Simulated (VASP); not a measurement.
Runs of VASP 6.6.1 on LaAgS2. The structure is that of space group P4/mmm (No. 123), or close to it. The cells are those of the table. 

| task | level | potentials or basis | cell | k mesh | cutoff (eV) | gap on the mesh (eV) | pressure (GPa) |
| --- | --- | --- | --- | --- | --- | --- | --- |
| single point | PBE | VASP PAW PBE potentials, release 64 (Ag, S, La) | a = 4.131, b = 4.131, c = 5.614 Å, 4 atoms | 6 × 6 × 4 | 520 | none | -0.1 |
| single point | r2SCAN | VASP PAW PBE potentials, release 64 (Ag, S, La) | a = 4.130, b = 4.130, c = 5.605 Å, 4 atoms | 6 × 6 × 4 | 520 | none | -0.2 |
| single point | LDA | VASP PAW LDA potentials, release 64 (Ag, S, La) | a = 4.014, b = 4.014, c = 5.497 Å, 4 atoms | 6 × 6 × 4 | 520 | none | 0.0 |
| single point | PBE | VASP PAW PBE potentials, release 64 (Ag, S, La) | a = 4.130, b = 4.130, c = 5.605 Å, 4 atoms | 6 × 6 × 6 | 520 | none | 0.0 |
| single point | LDA | VASP PAW LDA potentials, release 64 (Ag, S, La) | a = 4.130, b = 4.130, c = 5.605 Å, 4 atoms | 6 × 6 × 6 | 520 | none | (a) |
| single point | PBEsol | VASP PAW PBE potentials, release 64 (Ag, S, La) | a = 4.056, b = 4.056, c = 5.538 Å, 4 atoms | 6 × 6 × 4 | 520 | none | -0.1 |
| relaxation of cell and atoms | r2SCAN | VASP PAW PBE potentials, release 64 (Ag, S, La) | relaxed from a = 4.131, b = 4.131, c = 5.614 Å, 4 atoms | 6 × 6 × 4 | 600 | none | 0.0 |

Alike in all rows: no spin polarisation; smearing fermi-dirac 0.02 eV.

Estimate the missing entries.

(a) -5.3.

Caveats: spin-orbit coupling is left out, which moves the levels of the heavy elements; the PAW data sets were made with another functional, which shifts forces and pressure a little (some runs).

A k mesh can miss the band edges, and the runs leave out spin-orbit coupling on Ag, La.

A gap of «none» marks levels without a gap at the run's occupations.
